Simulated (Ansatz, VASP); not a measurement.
## C in VASP and in Ansatz

```
C
1.0
     0.00000    2.08497    1.72334
     1.54922    0.00000    1.72334
     1.54922    2.08497    0.00000
C
2
Cartesian
  1.5492 2.0850 1.7233
  2.3238 3.1275 2.5850
```

Change from the starting cell: strain +e along x and -e along y -0.1500, strain +e along z and -e/2 along x and y -0.0350.

Alike in both runs: task single point; functional PBE; k mesh 12 × 12 × 12; occupations gaussian, width 0.05 eV; no spin polarisation.

|  | VASP | Ansatz |
| --- | --- | --- |
| version | VASP 6.6.1 | Ansatz 0.2.0 |
| potentials or method | VASP PAW PBE potentials, release 64 (C), cutoff 520 eV | scalar-relativistic, plane waves, PAW |
| valence electrons in the cell | 8 | 8 |

|  | VASP | Ansatz | Ansatz less VASP |
| --- | --- | --- | --- |
| gap on the k mesh at the Fermi level (eV) | none | none | - |
| pressure (GPa) | 13.3 | 12.8 | -0.55 |
| traceless stress, the component that is largest in VASP (GPa) | -181.44 | -181.47 | -0.031 |

A gap of «none» marks a metal or a gap that the smearing closes. The functional is the same, so the differences come from potentials, cutoffs and numerics.
